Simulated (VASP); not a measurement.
# H2CClF (P2_1) in VASP: a series of runs

Runs on H2CClF. Level: PBE. Tasks: single point.

Everything below comes from runs of VASP 6.6.1. Logs are shortened: lines on timing, memory, paths and dates and some standing lists are left out, and cuts for length are marked.

**1. The cell of the first run**

It takes space group P2_1 (No. 4, monoclinic). The conventional cell has a = 5.021 Å, b = 4.148 Å, c = 6.768 Å, α = 90.00°, β = 108.21°, γ = 90.00°. H (site symmetry 1) has 1 C at 1.10 Å within 1.5 Å. H (site symmetry 1) has 1 C at 1.08 Å within 1.4 Å. Within 1.4 Å of C (site symmetry 1) lie 2 H at 1.08 to 1.10 Å and 1 F at 1.37 Å. Cl (site symmetry 1) has 1 C at 1.79 Å and 2 H at 2.36 to 2.37 Å within 2.4 Å. F (site symmetry 1) has 1 C at 1.37 Å within 1.8 Å.

**2. Single point, PBE**

Contents of INCAR:

```
PREC = Accurate
ENCUT = 600
EDIFF = 1E-6
ISMEAR = 0
SIGMA = 0.05
LREAL = False
LASPH = True
NELM = 120
ALGO = Normal
ISIF = 2
LWAVE = False
LCHARG = False
GGA = PE
NELECT = 39.5
NBANDS = 31
GGA_COMPAT = False
```

Contents of KPOINTS:

```
regular mesh
0
Gamma
  6 6 4
```

Contents of POSCAR:

```
H2CClF
1.0
    5.0206000000      0.0000000000      0.0000000000
    0.0000000000      4.1477000000      0.0000000000
   -2.1143188253      0.0000000000      6.4288463713
H C Cl F
4 2 2 2
Direct
    0.2920000000      0.3911000000      0.1500000000
    0.7080000000      0.8911000000      0.8500000000
    0.5720000000      0.1060000000      0.2650000000
    0.4280000000      0.6060000000      0.7350000000
    0.3506000000      0.1398000000      0.1916000000
    0.6494000000      0.6398000000      0.8084000000
    0.1699000000      0.0061000000      0.3661000000
    0.8301000000      0.5061000000      0.6339000000
    0.2628000000      0.9575000000      0.0140000000
    0.7372000000      0.4575000000      0.9860000000
```

Potentials or basis: VASP PAW PBE potentials, release 64 (H, C, Cl, F).

Launch:

```console
$ cat potpaw_PBE.64/H/POTCAR potpaw_PBE.64/C/POTCAR potpaw_PBE.64/Cl/POTCAR potpaw_PBE.64/F/POTCAR > POTCAR
$ mpirun -np 1 vasp_std > vasp.out
```

OUTCAR:

```text
PREC = Accurate
   ENCUT = 600
   EDIFF = 1E-6
   ISMEAR = 0
   LREAL = False
   LASPH = True
   NELM = 120
   ISIF = 2
   GGA = PE
   NELECT = 39.5

 ion  position               nearest neighbor table
   1  0.292  0.391  0.150-   5 1.10
   2  0.708  0.891  0.850-   6 1.10
   3  0.572  0.106  0.265-   5 1.08
   4  0.428  0.606  0.735-   6 1.08
   5  0.351  0.140  0.192-   3 1.08   1 1.10   9 1.37   7 1.79
   6  0.649  0.640  0.808-   4 1.08   2 1.10  10 1.37   8 1.79
   7  0.170  0.006  0.366-   5 1.79
   8  0.830  0.506  0.634-   6 1.79
   9  0.263  0.958  0.014-   5 1.37
  10  0.737  0.458  0.986-   6 1.37

  LATTYP: Found a simple monoclinic cell.
 ALAT       =     5.0206000000
 B/A-ratio  =     0.8261363184
 C/A-ratio  =     1.3479663785
 COS(beta)  =    -0.3124178180

  Lattice vectors:

 A1 = (   5.0206000000,   0.0000000000,   0.0000000000)
 A2 = (   0.0000000000,   4.1477000000,   0.0000000000)
 A3 = (  -2.1143188253,   0.0000000000,   6.4288463713)

Analysis of symmetry for initial positions (statically):
=====================================================================
 Subroutine PRICEL returns:
 Original cell was already a primitive cell.

 Routine SETGRP: Setting up the symmetry group for a
 simple monoclinic supercell.

 Subroutine GETGRP returns: Found  2 space group operations
 (whereof  1 operations were pure point group operations)
 out of a pool of  4 trial point group operations.

The static configuration has the point symmetry C_1 .
 The point group associated with its full space group is C_2 .

Analysis of symmetry for dynamics (positions and initial velocities):
=====================================================================
 Subroutine PRICEL returns:
 Original cell was already a primitive cell.

 Routine SETGRP: Setting up the symmetry group for a
 simple monoclinic supercell.

 Subroutine GETGRP returns: Found  2 space group operations
 (whereof  1 operations were pure point group operations)
 out of a pool of  4 trial point group operations.

The dynamic configuration has the point symmetry C_1 .
 The point group associated with its full space group is C_2 .

 Subroutine INISYM returns: Found  2 space group operations
 (whereof  1 operations are pure point group operations),
 and found     1 'primitive' translations

----------------------------------------------------------------------------------------

                                     Primitive cell

  volume of cell :     133.8739

  direct lattice vectors                    reciprocal lattice vectors
     5.020600000  0.000000000  0.000000000     0.199179381  0.000000000  0.065506110
     0.000000000  4.147700000  0.000000000     0.000000000  0.241097476  0.000000000
    -2.114318825  0.000000000  6.428846371     0.000000000  0.000000000  0.155548903

  length of vectors
     5.020600000  4.147700000  6.767600000     0.209674691  0.241097476  0.155548903

  position of ions in fractional coordinates (direct lattice)
     0.292000000  0.391100000  0.150000000
     0.708000000  0.891100000  0.850000000
     0.572000000  0.106000000  0.265000000
     0.428000000  0.606000000  0.735000000
     0.350600000  0.139800000  0.191600000
     0.649400000  0.639800000  0.808400000
     0.169900000  0.006100000  0.366100000
     0.830100000  0.506100000  0.633900000
     0.262800000  0.957500000  0.014000000
     0.737200000  0.457500000  0.986000000

  ion indices of the primitive-cell ions
   primitive index   ion index
                 1           1
                 2           2
                 3           3
                 4           4
                 5           5
                 6           6
                 7           7
                 8           8
                 9           9
                10          10

----------------------------------------------------------------------------------------

 KPOINTS: regular mesh

Automatic generation of k-mesh.
 Grid dimensions read from file:
 generate k-points for:    6    6    4

 Generating k-lattice:

  Cartesian coordinates                     Fractional coordinates (reciprocal lattice)
     0.033196563  0.000000000  0.010917685     0.166666667  0.000000000  0.000000000
     0.000000000  0.040182913  0.000000000     0.000000000  0.166666667  0.000000000
     0.000000000  0.000000000  0.038887226     0.000000000  0.000000000  0.250000000

  Length of vectors
     0.034945782  0.040182913  0.038887226

  Shift w.r.t. Gamma in fractional coordinates (k-lattice)
     0.000000000  0.000000000  0.000000000

 Subroutine IBZKPT returns following result:
 ===========================================

 Found     56 irreducible k-points:

 Following reciprocal coordinates:
            Coordinates               Weight
  0.000000  0.000000  0.000000      1.000000
  0.166667  0.000000  0.000000      2.000000
  0.333333  0.000000  0.000000      2.000000
  0.500000  0.000000  0.000000      1.000000
  0.000000  0.166667  0.000000      2.000000
  0.166667  0.166667  0.000000      4.000000
[... 16 lines left out ...]
  0.000000  0.166667  0.250000      4.000000
  0.166667  0.166667  0.250000      4.000000
 [... further k-points ...]
   k-points           NKPTS =     56   k-points in BZ     NKDIM =     56   number of bands    NBANDS=     31
   number of dos      NEDOS =    301   number of ions     NIONS =     10
   total plane-waves  NPLWV =  77760
   dimension x,y,z NGX =    40 NGY =   36 NGZ =   54
   dimension x,y,z NGXF=    80 NGYF=   72 NGZF=  108
   ions per type =               4   2   2   2
   NGX,Y,Z   is equivalent  to a cutoff of  13.25, 14.43, 13.27 a.u.
   NGXF,Y,Z  is equivalent  to a cutoff of  26.49, 28.86, 26.53 a.u.
 SYSTEM =  unknown system
   PREC   = accura    normal or accurate (medium, high low for compatibility)
   ISTART =      0    job   : 0-new  1-cont  2-samecut
   ICHARG =      2    charge: 1-file 2-atom 10-const
   ISPIN  =      1    spin polarized calculation?
   LNONCOLLINEAR =      F non collinear calculations
   LSORBIT =      F    spin-orbit coupling
   LASPH  =      T    aspherical Exc in radial PAW
   ENCUT  =  600.0 eV  44.10 Ry    6.64 a.u.  10.03  8.28 13.52*2*pi/ulx,y,z
   NELM   =    120;   NELMIN=  2; NELMDL= -5     # of ELM steps
   EDIFF  = 0.1E-05   stopping-criterion for ELM
   LREAL  =      F    real-space projection
   EDIFFG = 0.1E-04   stopping-criterion for IOM
   NSW    =      0    number of steps for IOM
   IBRION =     -1    ionic relax: 0-MD 1-quasi-New 2-CG
   NFREE  =      0    steps in history (QN), initial steepest desc. (CG)
   ISIF   =      2    stress and relaxation
   ISYM   =      2    0-nonsym 1-usesym 2-fastsym
   POTIM  = 0.5000    time-step for ionic-motion
   TEBEG  =    0.0;   TEEND  =   0.0 temperature during run
   PSTRESS=    0.0 pullay stress
   NELECT =      39.5000    total number of electrons
   NUPDOWN=      -1.0000    fix difference up-down
   EMIN   =  10.00;   EMAX   =-10.00  energy-range for DOS
   EFERMI =   0.00;   METHOD = LEGACY
   ISMEAR =     0;   SIGMA  =   0.05  broadening in eV -4-tet -1-fermi 0-gaus
   EFERMI_NEDOS =   21; number of points for ismear=-14 and -15
   IALGO  =     38    algorithm
   IMIX   =      4    mixing-type and parameters
     AMIX     =   0.40;   BMIX     =  1.00
     AMIX_MAG =   1.60;   BMIX_MAG =  1.00
  volume/ion in A,a.u.               =      13.39        90.34
  Fermi-wavevector in a.u.,A,eV,Ry     =   1.089871  2.059558 16.161263  1.187819
  Thomas-Fermi vector in A             =   2.226084
   LORBIT       =      0    0 simple, 1 ext, 2 COOP (PROOUT), +10 PAW based schemes
   GGA     = PE    functional components
   LHFCALC =     F    Hartree Fock is set to
   AEXX    =    0.0000 exact exchange contribution
   IVDW    =     0    specifies the selected vdW correction
   LEPSILON=     F    determine dielectric tensor
   LRPA    =     F    only Hartree local field effects (RPA)
 non-spin polarized calculation
 Gauss-broadening in eV      SIGMA  =   0.05
  energy-cutoff  :      600.00
  volume of cell :      133.87
 maximum number of plane-waves:      4492
   NGX = 21   NGY = 17   NGZ = 27

 number of electron      39.5000001 magnetization

 Free energy of the ion-electron system (eV)
  ---------------------------------------------------
  ext. energy  EPLUGINS =         0.00000000
  ---------------------------------------------------
  free energy    TOTEN  =       -44.27974827 eV

  energy without entropy =      -44.26936483  energy(sigma->0) =      -44.27455655

 E-fermi :  -2.1871     XC(G=0):  -7.7057

 val. band max:       -2.1901881895   @ k =   0.5000   0.0000   0.0000
 cond. band min:      -2.1863633931   @ k =   0.5000   0.1667   0.2500
 fundamental gap:      0.0038247965
 Fermi energy:        -2.1871048662

 k-point     1 :       0.0000    0.0000    0.0000
  band No.  band energies     occupation
      1     -25.6369      2.00000
      2     -25.5232      2.00000
      3     -16.7016      2.00000
      4     -16.5158      2.00000
      5     -11.7814      2.00000
      6     -11.5123      2.00000
[... 23 lines left out ...]
     30      10.4299      0.00000
     31      10.9079      0.00000

 k-point     2 :       0.1667    0.0000    0.0000
  band No.  band energies     occupation
      1     -25.6294      2.00000
      2     -25.5305      2.00000
      3     -16.6846      2.00000
      4     -16.5197      2.00000
      5     -11.8257      2.00000
      6     -11.5184      2.00000
[... 23 lines left out ...]
     30      10.2350      0.00000
     31      10.4899      0.00000

 k-point     3 :       0.3333    0.0000    0.0000
  band No.  band energies     occupation
      1     -25.6094      2.00000
      2     -25.5503      2.00000
      3     -16.6432      2.00000
      4     -16.5348      2.00000
      5     -11.9082      2.00000
      6     -11.5359      2.00000
[... 703 lines left out ...]
     30      10.1231      0.00000
     31      10.2440      0.00000

 k-point    24 :       0.1667    0.1667    0.2500
  band No.  band energies     occupation
      1     -25.6202      2.00000
      2     -25.5349      2.00000
      3     -16.6899      2.00000
      4     -16.4902      2.00000
      5     -11.7487      2.00000
      6     -11.6377      2.00000
[... 23 lines left out ...]
     30       9.8141      0.00000
     31      10.2870      0.00000

 [... further k-points ...]

------------------------ aborting loop because EDIFF is reached ----------------------------------------

  FORCE on cell =-STRESS in cart. coord.  units (eV):
  Direction    XX          YY          ZZ          XY          YZ          ZX
  --------------------------------------------------------------------------------------
  -------------------------------------------------------------------------------------
  Total       -1.9061139     -1.5182358     -0.9332293      0.0000000      0.0000000      0.9601973
  in kB      -22.8120038    -18.1699525    -11.1687076      0.0000000      0.0000000     11.4914560
  external PRESSURE =     -17.3835546 kB  Pullay stress =       0.0000000 kB

 VOLUME and BASIS-vectors are now :
 -----------------------------------------------------------------------------
  energy-cutoff  :      600.00
  volume of cell :      133.87
      direct lattice vectors                 reciprocal lattice vectors
     5.020600000  0.000000000  0.000000000     0.199179381  0.000000000  0.065506110
     0.000000000  4.147700000  0.000000000     0.000000000  0.241097476  0.000000000
    -2.114318825  0.000000000  6.428846371     0.000000000  0.000000000  0.155548903

 POSITION                                       TOTAL-FORCE (eV/Angst)
 -----------------------------------------------------------------------------------
      1.14887      1.62217      0.96433        -0.027262      0.177066      0.133379
      1.75741      3.69602      5.46452         0.027262      0.177066     -0.133379
      2.31149      0.43966      1.70364         0.732451     -0.098624      0.461660
      0.59479      2.51351      4.72520        -0.732451     -0.098624     -0.461660
      1.35512      0.57985      1.23177        -1.099445     -0.022918     -0.229406
      1.55116      2.65370      5.19708         1.099445     -0.022918      0.229406
      0.07895      0.02530      2.35360         0.272946      0.168071     -0.048631
      2.82733      2.09915      4.07525        -0.272946      0.168071      0.048631
      1.28981      3.97142      0.09000         0.103514     -0.223595     -0.323501
      1.61647      1.89757      6.33884        -0.103514     -0.223595      0.323501
 -----------------------------------------------------------------------------------
    total drift:                               -0.000000     -0.000268      0.000001

  FREE ENERGIE OF THE ION-ELECTRON SYSTEM (eV)
  ---------------------------------------------------
  free  energy   TOTEN  =       -44.2797482659 eV

  energy  without entropy=      -44.2693648317  energy(sigma->0) =      -44.27455655
```

Run time: 8.7 min. Hardware: 1 thread of Intel Xeon 8259CL, shared host; peak memory 0.42 GiB.

What came out:

| Quantity | Value |
| --- | --- |
| Free energy | -44.2797 eV |
| Largest force | 1.123 eV/Å |

Forces on the atoms (eV/Å):
```
H   -0.027  0.177  0.133
H    0.027  0.177 -0.133
H    0.732 -0.099  0.462
H   -0.732 -0.099 -0.462
C   -1.099 -0.023 -0.229
C    1.099 -0.023  0.229
Cl   0.273  0.168 -0.049
Cl  -0.273  0.168  0.049
F    0.104 -0.224 -0.324
F   -0.104 -0.224  0.324
```

Caveat: the cell carries a net charge on a neutralising background, which shifts energy and pressure; the cell is charged against a uniform background, so pressure and absolute levels hang on convention; forces of over 1 eV/Å act on the atoms, so gaps and moduli don't describe the material at rest.

**3. Single point, PBE**

This run uses another cell than the first one, of 12.05 Å³/atom, 0.900 times its volume.

Contents of INCAR:

```
SYSTEM = H2CClF
PREC = Accurate
ENCUT = 600
EDIFF = 1E-6
ISMEAR = 0
SIGMA = 0.05
LREAL = .FALSE.
LASPH = .TRUE.
NELM = 120
ALGO = Normal
ISIF = 2
LWAVE = .FALSE.
LCHARG = .TRUE.
GGA = PE
LELF = .TRUE.
LVHAR = .TRUE.
NBANDS = 31
GGA_COMPAT = .FALSE.
```

Contents of KPOINTS:

```
regular mesh
0
G
  6 6 4
  0 0 0
```

POSCAR: that of step 2 with these lines changed.

```diff
@@ -2,5 +2,5 @@
 1.0
-    5.0206000000      0.0000000000      0.0000000000
-    0.0000000000      4.1477000000      0.0000000000
-   -2.1143188253      0.0000000000      6.4288463713
+    4.8473360044      0.0000000000      0.0000000000
+    0.0000000000      4.0045603205      0.0000000000
+   -2.0413523815      0.0000000000      6.2069829268
 H C Cl F
```

Potentials or basis: VASP PAW PBE potentials, release 64 (H, C, Cl, F).

Launch:

```console
$ cat potpaw_PBE.64/H/POTCAR potpaw_PBE.64/C/POTCAR potpaw_PBE.64/Cl/POTCAR potpaw_PBE.64/F/POTCAR > POTCAR
$ mpirun -np 1 vasp_std > vasp.out
```

Run time: 8.7 min. Hardware: 1 thread of Intel Xeon 8259CL, shared host; peak memory 0.4 GiB.

It converged, with:

```yaml
Free_energy: -44.7354 eV
Pressure: 11.2 GPa
Largest_force: 3.102 eV/Å
Band_gap_on_the_k_mesh: 6.54 eV, indirect (least direct gap 6.61 eV)
```

Forces on the atoms (eV/Å):
```
H   -0.168  1.314 -0.122
H    0.168  1.314  0.122
H    1.882 -0.193  0.993
H   -1.882 -0.193 -0.993
C   -0.825  0.863  0.752
C    0.825  0.863 -0.752
Cl  -0.956 -0.323  1.044
Cl   0.956 -0.323 -1.044
F    0.033 -1.661 -2.619
F   -0.033 -1.661  2.619
```

Stress tensor (GPa, compression positive):
```
10.09  0.00 -0.53
 0.00  9.48  0.00
-0.53  0.00 14.13
```

Levels at points of the mesh, in eV from the valence-band top:
```
           k point  band 17  band 18  band 19  band 20  band 21  band 22  band 23  band 24
(0.00, 0.00, 0.00)    -0.93    -0.85    -0.82    -0.31     6.74     7.13     7.49     8.85
(0.50, 0.00, 0.00)    -0.80    -0.66    -0.25    -0.05     6.56     7.15     7.29     8.46
(0.00, 0.50, 0.00)    -0.94    -0.94    -0.37    -0.37     6.92     6.92     8.43     8.43
(0.50, 0.50, 0.00)    -0.98    -0.98     0.00     0.00     7.09     7.09     7.84     7.84
(0.00, 0.00, 0.50)    -1.01    -0.80    -0.70    -0.33     6.83     6.97     7.71     8.19
(0.50, 0.00, 0.50)    -0.96    -0.66    -0.18    -0.11     6.65     6.97     8.33     8.91
(0.00, 0.50, 0.50)    -1.08    -1.08    -0.39    -0.39     7.07     7.07     8.42     8.42
(0.50, 0.50, 0.50)    -0.88    -0.88    -0.01    -0.01     7.06     7.06     8.18     8.18
```

Caveat: forces of over 1 eV/Å act on the atoms, so gaps and moduli don't describe the material at rest.

**4. Single point, PBE**

Contents of INCAR:

```
SYSTEM = H2CClF
ALGO     = Normal         ! electronic algorithm
EDIFF    = 1E-6           ! SCF threshold, eV
ENCUT    = 600            ! plane-wave cutoff, eV
GGA      = PE             ! functional
GGA_COMPAT= .False.      
ISIF     = 2              ! what is computed and relaxed
ISMEAR   = 0              ! smearing method
LASPH    = .True.         ! aspherical terms in the spheres
LCHARG   = .False.        ! write CHGCAR
LREAL    = .False.        ! projectors in reciprocal space
LWAVE    = .False.        ! write WAVECAR
NBANDS   = 31             ! bands
NELM     = 120            ! most SCF steps
PREC     = Accurate       ! precision mode
SIGMA    = 0.05           ! smearing width, eV
```

Contents of KPOINTS:

```
k-points
0
Gamma
  6 6 4
  0 0 0
```

POSCAR: that of step 3 with these lines changed.

```diff
@@ -2,5 +2,5 @@
 1.0
-    4.8473360044      0.0000000000      0.0000000000
-    0.0000000000      4.0045603205      0.0000000000
-   -2.0413523815      0.0000000000      6.2069829268
+    5.0206000000      0.0000000000      0.0000000000
+    0.0000000000      4.1477000000      0.0000000000
+   -2.1143188253      0.0000000000      6.4288463713
 H C Cl F
```

Launch:

```console
$ cat potpaw_PBE.64/H/POTCAR potpaw_PBE.64/C/POTCAR potpaw_PBE.64/Cl/POTCAR potpaw_PBE.64/F/POTCAR > POTCAR
$ mpirun -np 1 vasp_std > vasp.out
```

Run time: 9.3 min. Hardware: 1 thread of Intel Xeon 8259CL, shared host; peak memory 0.42 GiB.

Results (log left out):

- Free energy: -45.2881 eV
- Pressure: 2.2 GPa
- Largest force: 0.894 eV/Å
- Band gap on the k mesh: 6.05 eV, indirect (least direct gap 6.08 eV)

Forces in eV/Å, atoms in the order of the input:
```
H   -0.018 -0.055  0.133
H    0.018 -0.055 -0.133
H    0.515 -0.121  0.313
H   -0.515 -0.121 -0.313
C   -0.689  0.535  0.196
C    0.689  0.535 -0.196
Cl   0.095  0.081  0.023
Cl  -0.095  0.081 -0.023
F    0.063 -0.439 -0.620
F   -0.063 -0.439  0.620
```

Stress tensor (GPa, compression positive):
```
1.89 0.00 0.70
0.00 1.68 0.00
0.70 0.00 3.08
```

Levels at points of the mesh, in eV from the valence-band top:
| k point | band 18 | band 19 | band 20 | band 21 | band 22 | band 23 |
| --- | --- | --- | --- | --- | --- | --- |
| (0.00, 0.00, 0.00) | -0.68 | -0.67 | -0.24 | 6.36 | 6.71 | 7.12 |
| (0.50, 0.00, 0.00) | -0.54 | -0.21 | -0.03 | 6.05 | 6.78 | 7.15 |
| (0.00, 0.50, 0.00) | -0.79 | -0.32 | -0.32 | 6.51 | 6.51 | 8.03 |
| (0.50, 0.50, 0.00) | -0.82 | 0.00 | 0.00 | 6.60 | 6.60 | 7.64 |
| (0.00, 0.00, 0.50) | -0.66 | -0.56 | -0.26 | 6.47 | 6.49 | 7.41 |
| (0.50, 0.00, 0.50) | -0.53 | -0.15 | -0.08 | 6.16 | 6.70 | 7.93 |
| (0.00, 0.50, 0.50) | -0.89 | -0.33 | -0.33 | 6.65 | 6.65 | 8.10 |
| (0.50, 0.50, 0.50) | -0.75 | -0.01 | -0.01 | 6.58 | 6.58 | 7.91 |
